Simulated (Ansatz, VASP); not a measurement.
## One calculation of TaH, two programs

The input INCAR:

```
SYSTEM = TaH
ALGO = Normal
EDIFF = 1E-6
ENCUT = 500
GGA = PE
GGA_COMPAT = .False.
ISIF = 2
ISMEAR = 0
LASPH = .True.
LCHARG = .True.
LELF = .True.
LREAL = .False.
LVHAR = .True.
LWAVE = .False.
NBANDS = 20
NELM = 120
PREC = Accurate
SIGMA = 0.1
```

Contents of KPOINTS:

```
k-points
0
Gamma
  6 6 4
  0 0 0
```

File POSCAR:

```
TaH
1.0
    2.9543541385      0.0000000000      0.0000000000
   -1.4771770692      2.5585457357      0.0000000000
    0.0000000000      0.0000000000      5.3531675191
Ta H
2 2
Direct
    0.3333333333      0.6666666667      0.2500000000
    0.6666666667      0.3333333333      0.7500000000
    0.0000000000      0.0000000000      0.5000000000
    0.0000000000      0.0000000000      0.0000000000
```

Input for Ansatz:

```yaml
crystal:
  lattice:
    - [2.9543541385, 0.0, 0.0]
    - [-1.4771770692, 2.5585457357, 0.0]
    - [0.0, 0.0, 5.3531675191]
  atoms:
    - { symbol: Ta, position: [0.3333333333, 0.6666666667, 0.25] }
    - { symbol: Ta, position: [0.6666666667, 0.3333333333, 0.75] }
    - { symbol: H, position: [0.0, 0.0, 0.5] }
    - { symbol: H, position: [0.0, 0.0, 0.0] }
basis:
  ecutwfc: 420
kpoints:
  mp_grid: { grid: [6, 6, 4] }
hamiltonian:
  xc: pbe
scf:
  occupations: { method: gaussian, width: 0.1 }
  lower_state_search: "off"
output:
  forces: true
  stress: true
  eigenvalues: true
```

Alike in both runs: task single point; functional PBE; k mesh 6 × 6 × 4; occupations gaussian, width 0.1 eV; no spin polarisation.

```csv
,VASP,Ansatz
version,VASP 6.6.1,Ansatz 0.2.0
potentials or method,"VASP PAW PBE potentials, release 64 (Ta_pv, H), cutoff 500 eV","scalar-relativistic, plane waves, PAW"
valence electrons in the cell,24,28
```

```csv
,VASP,Ansatz,Ansatz less VASP
gap on the k mesh at the Fermi level (eV),none,none,-
pressure (GPa),-0.7,-0.7,-0.06
"traceless stress, the component that is largest in VASP (GPa)",0.73,0.70,-0.034
```

A gap of «none» marks a metal or a gap that the smearing closes. VASP's potentials hold 24 valence electrons a cell and Ansatz's 28, so a difference there can come from the potentials and not from the codes.

The k mesh is coarse, so the values compare programs but aren't converged. Spin-orbit coupling is off throughout.
